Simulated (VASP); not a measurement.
Here is a VASP 6.6.1 calculation.

File INCAR:

```
SYSTEM = In5Sb3As2
ALGO = Normal ; EDIFF = 1E-6
ENCUT = 520 ; GGA = PE
ISIF = 2 ; ISMEAR = 0
LASPH = .True. ; LCHARG = .False.
LREAL = .False. ; LWAVE = .False.
NBANDS = 56 ; NELM = 80
PREC = Accurate ; SIGMA = 0.1
```

File KPOINTS:

```
k-points
0
Gamma
  4 2 6
  0 0 0
```

File POSCAR:

```
In5Sb3As2
1.0
    6.0280540526      0.0000000000      0.0000000000
    0.0000000000     15.7145155041      0.0000000000
    0.0000000000      0.0000000000      2.9742549312
In Sb As
5 3 2
Direct
    0.0000000000      0.8988762770      0.0002070470
    0.0000000000      0.6953653482      0.3263295127
    0.0000000000      0.5000000000     -0.1106763752
    0.0000000000      0.3046346518      0.3263295127
    0.0000000000      0.1011237230      0.0002070470
    0.5000000000      0.8717815125      0.1213940285
    0.5000000000      0.5000000000      0.0551103217
    0.5000000000      0.1282184875      0.1213940285
    0.5000000000      0.6939157654      0.2048524386
    0.5000000000      0.3060842346      0.2048524386
```

Potentials or basis: VASP PAW PBE potentials, release 64 (In_d, Sb, As).

Launch:

```console
$ cat potpaw_PBE.64/In_d/POTCAR potpaw_PBE.64/Sb/POTCAR potpaw_PBE.64/As/POTCAR > POTCAR
$ mpirun -np 1 vasp_std > vasp.out
```

Estimate the pressure.

-0.1 GPa.

What does it give for the largest force?

0.010 eV/Å.

Estimate the band gap on the k mesh.

zero (band 45 reaches 7.64 eV, above the bottom of band 46 at 5.05 eV).

Forces in eV/Å, atoms in the order of the input:
```
In   0.000  0.000  0.003
In   0.000 -0.006  0.000
In   0.000  0.000 -0.007
In   0.000  0.006  0.000
In   0.000  0.000  0.003
Sb   0.000  0.008  0.006
Sb   0.000  0.000 -0.004
Sb   0.000 -0.008  0.006
As   0.000 -0.002 -0.004
As   0.000  0.002 -0.004
```

Caveat: spin-orbit coupling is left out, which moves the levels of the heavy elements.
